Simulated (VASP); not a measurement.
A run of VASP 6.6.1 is set up as follows.

The input POSCAR:

```
BN
1.0
    2.5439500161      0.0000000000      0.0000000000
   -1.2719750081      2.2031253399      0.0000000000
    0.0000000000      0.0000000000      4.2078153010
B N
2 2
Direct
    0.3333333333      0.6666666667      0.0002034636
    0.6666666667      0.3333333333      0.5002034636
    0.3333333333      0.6666666667      0.3747965364
    0.6666666667      0.3333333333      0.8747965364
```

Contents of INCAR.step1:

```
SYSTEM = BN
ALGO = Normal
EDIFF = 1E-8
ENCUT = 500
GGA = PE
ISMEAR = 0
LASPH = .True.
LCHARG = .False.
LREAL = .False.
LWAVE = .True.
NELM = 100
PREC = Accurate
SIGMA = 0.01
```

File INCAR.step2:

```
SYSTEM = BN
ALGO = Exact
EDIFF = 1E-8
ENCUT = 500
GGA = PE
ISMEAR = 0
ISTART = 1
LASPH = .True.
LCHARG = .False.
LOPTICS = .True.
LREAL = .False.
LWAVE = .True.
NBANDS = 78
NELM = 1
PREC = Accurate
SIGMA = 0.01
```

INCAR.step3

```
SYSTEM = BN
ALGO = EVGW0
EDIFF = 1E-8
ENCUT = 500
ENCUTGW = 120.0
GGA = PE
ISMEAR = 0
ISTART = 1
LASPH = .True.
LCHARG = .False.
LREAL = .False.
LWAVE = .False.
NBANDS = 78
NBANDSGW = 16
NELMGW = 1
NOMEGA = 96
OMEGAMAX = 20
PREC = Accurate
PRECFOCK = Fast
SIGMA = 0.01
```

File KPOINTS:

```
k-points
0
Gamma
  6 6 4
  0 0 0
```

Potentials or basis: VASP PAW PBE potentials, release 64 (B_GW, N_GW).

The run is started by

```sh
$ cat potpaw_PBE.64/B_GW/POTCAR potpaw_PBE.64/N_GW/POTCAR > POTCAR
$ cp INCAR.step1 INCAR
$ mpirun -np 1 vasp_std > vasp.out
$ cp INCAR.step2 INCAR
$ mpirun -np 1 vasp_std > vasp.out
$ cp INCAR.step3 INCAR
$ mpirun -np 1 vasp_std > vasp.out
```

Question: Estimate the quasiparticle gap.

Answer: 6.53 eV.

Question: What does it give for the least direct quasiparticle gap?

Answer: 10.14 eV.

Question: What does it give for the least direct gap of the starting levels on the mesh?

Answer: 8.32 eV.

Question: What does it give for the band gap of the starting levels on the mesh?

Answer: 5.19 eV.

Caveat: the k points lie up to 0.48 Å⁻¹ apart; bands, screening cutoff and mesh are small and nothing is extrapolated, so the quasiparticle values aren't converged; the structure was generated, so it needn't be the stable form of BN.
